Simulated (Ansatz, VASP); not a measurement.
One calculation of WSe2, two programs

The input INCAR:

```
SYSTEM = WSe2
  ALGO = Normal
  DIPOL = 0.5 0.5 0.500
  EDIFF = 1E-6
  ENCUT = 520
  IDIPOL = 3
  ISIF = 2
  ISMEAR = 0
  LASPH = .TRUE.
  LCHARG = .FALSE.
  LDIPOL = .TRUE.
  LREAL = Auto
  LWAVE = .FALSE.
  NBANDS = 78
  NELM = 80
  PREC = Accurate
  SIGMA = 0.05
```

KPOINTS

```
k-points
0
G
  9 9 1
  0 0 0
```

The input POSCAR:

```
WSe2
1.0
    3.2711504003      0.0000000000      0.0000000000
   -1.6355752001      2.8328993462      0.0000000000
    0.0000000000      0.0000000000     44.7891756116
Se W
10 5
Direct
    0.3333333333      0.6666666667      0.1674511731
    0.3333333333      0.6666666667      0.2421977774
    0.6666666667      0.3333333333      0.3150389355
    0.6666666667      0.3333333333      0.3897855398
    0.3333333333      0.6666666667      0.4626266978
    0.3333333333      0.6666666667      0.5373733022
    0.6666666667      0.3333333333      0.6102144602
    0.6666666667      0.3333333333      0.6849610645
    0.3333333333      0.6666666667      0.7578022226
    0.3333333333      0.6666666667      0.8325488269
    0.6666666667      0.3333333333      0.2048244753
    0.3333333333      0.6666666667      0.3524122376
    0.6666666667      0.3333333333      0.5000000000
    0.3333333333      0.6666666667      0.6475877624
    0.6666666667      0.3333333333      0.7951755247
```

Input for Ansatz:

```yaml
crystal:
  lattice:
    - [3.2711504003, 0.0, 0.0]
    - [-1.6355752001, 2.8328993462, 0.0]
    - [0.0, 0.0, 44.7891756116]
  atoms:
    - { symbol: Se, position: [0.3333333333, 0.6666666667, 0.1674511731] }
    - { symbol: W, position: [0.6666666667, 0.3333333333, 0.2048244753] }
    - { symbol: Se, position: [0.3333333333, 0.6666666667, 0.2421977774] }
    - { symbol: Se, position: [0.6666666667, 0.3333333333, 0.3150389355] }
    - { symbol: W, position: [0.3333333333, 0.6666666667, 0.3524122376] }
    - { symbol: Se, position: [0.6666666667, 0.3333333333, 0.3897855398] }
    - { symbol: Se, position: [0.3333333333, 0.6666666667, 0.4626266978] }
    - { symbol: W, position: [0.6666666667, 0.3333333333, 0.5] }
    - { symbol: Se, position: [0.3333333333, 0.6666666667, 0.5373733022] }
    - { symbol: Se, position: [0.6666666667, 0.3333333333, 0.6102144602] }
    - { symbol: W, position: [0.3333333333, 0.6666666667, 0.6475877624] }
    - { symbol: Se, position: [0.6666666667, 0.3333333333, 0.6849610645] }
    - { symbol: Se, position: [0.3333333333, 0.6666666667, 0.7578022226] }
    - { symbol: W, position: [0.6666666667, 0.3333333333, 0.7951755247] }
    - { symbol: Se, position: [0.3333333333, 0.6666666667, 0.8325488269] }
basis:
  ecutwfc: 420
kpoints:
  mp_grid: { grid: [9, 9, 1] }
hamiltonian:
  xc: lda
scf:
  occupations: { method: gaussian, width: 0.05 }
output:
  forces: true
  stress: true
  eigenvalues: true
efield:
  axis: 3
  dipole_correction: true
  ramp_width: 0.04
```

Alike in both runs: task single point; functional LDA; k mesh 9 × 9 × 1; occupations gaussian, width 0.05 eV; no spin polarisation.

|  | VASP | Ansatz |
| --- | --- | --- |
| version | VASP 6.6.1 | Ansatz 0.2.0 |
| potentials or method | VASP PAW LDA potentials, release 64 (Se, W_sv), cutoff 520 eV | scalar-relativistic, plane waves, PAW |
| valence electrons in the cell | 130 | 230 |

Ansatz gave:

```
gap on the k mesh at the Fermi level (eV) : 1.20
least direct gap on the mesh (eV)         : 1.60
rms of the force components (eV/Å)        : 0.118
```

Which values does VASP return?

gap on the k mesh at the Fermi level (eV): 1.19; least direct gap on the mesh (eV): 1.61; rms of the force components (eV/Å): 0.071.

LDA's correlation is that of Perdew and Zunger in VASP and of Perdew and Wang (1992) in Ansatz. VASP's potentials hold 130 valence electrons a cell and Ansatz's 230, so a difference there can come from the potentials and not from the codes.

Spin-orbit coupling is off throughout.
